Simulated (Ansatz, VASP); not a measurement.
## Si in VASP and in Ansatz

The input INCAR:

```
PREC = Accurate
ENCUT = 500
EDIFF = 1E-6
ISMEAR = -1
SIGMA = 0.05
LREAL = False
LASPH = True
NELM = 120
ALGO = Normal
ISIF = 2
LWAVE = False
LCHARG = False
GGA = PE
NBANDS = 16
GGA_COMPAT = False
```

File KPOINTS:

```
Automatic mesh
0
Gamma
  10 10 6
```

POSCAR

```
Si
1.0
    3.8504735850      0.0000000000      0.0000000000
   -1.9252372950      3.3346080900      0.0000000000
    0.0000000000      0.0000000000      6.2697675800
Si
4
Direct
    0.3333333333      0.6666666667      0.0630090000
    0.6666666667      0.3333333333      0.5630100000
    0.3333333333      0.6666666667      0.4369910000
    0.6666666667      0.3333333333      0.9369900000
```

Input for Ansatz:

```yaml
crystal:
  lattice:
    - [3.8504735849999996, 0.0, 0.0]
    - [-1.9252372949999998, 3.3346080899999997, 0.0]
    - [0.0, 0.0, 6.269767580010397]
  atoms:
    - { symbol: Si, position: [0.3333333333333333, 0.6666666666666666, 0.063009] }
    - { symbol: Si, position: [0.6666666666666666, 0.3333333333333333, 0.56301] }
    - { symbol: Si, position: [0.3333333333333333, 0.6666666666666666, 0.436991] }
    - { symbol: Si, position: [0.6666666666666666, 0.3333333333333333, 0.93699] }
basis:
  ecutwfc: 517.016338673772
kpoints:
  mp_grid:
    grid: [10, 10, 6]
hamiltonian:
  xc: pbe
  pseudopotentials:
    kind: paw
scf:
  convergence:
    dr2_threshold: 1.0e-09
  occupations:
    method: fermi_dirac
    width: 0.05
output:
  stress: true
```

Alike in both runs: task single point; functional PBE; k mesh 10 × 10 × 6; occupations fermi-dirac, width 0.05 eV; no spin polarisation.

|  | VASP | Ansatz |
| --- | --- | --- |
| version | VASP 6.6.1 | Ansatz 0.2.0 |
| potentials or method | VASP PAW PBE potentials, release 64 (Si), cutoff 500 eV | plane waves, PAW |
| valence electrons in the cell | 16 | 16 |

VASP gave:

```
pressure (GPa)                                                : 1.4
traceless stress, the component that is largest in VASP (GPa) : 2.33
```

Q: Which values does Ansatz return?

A: Pressure (GPa): 1.5; traceless stress, the component that is largest in VASP (GPa): 2.32.

Ansatz's warnings: stress scf threshold loose, structure snapped to symmetry.
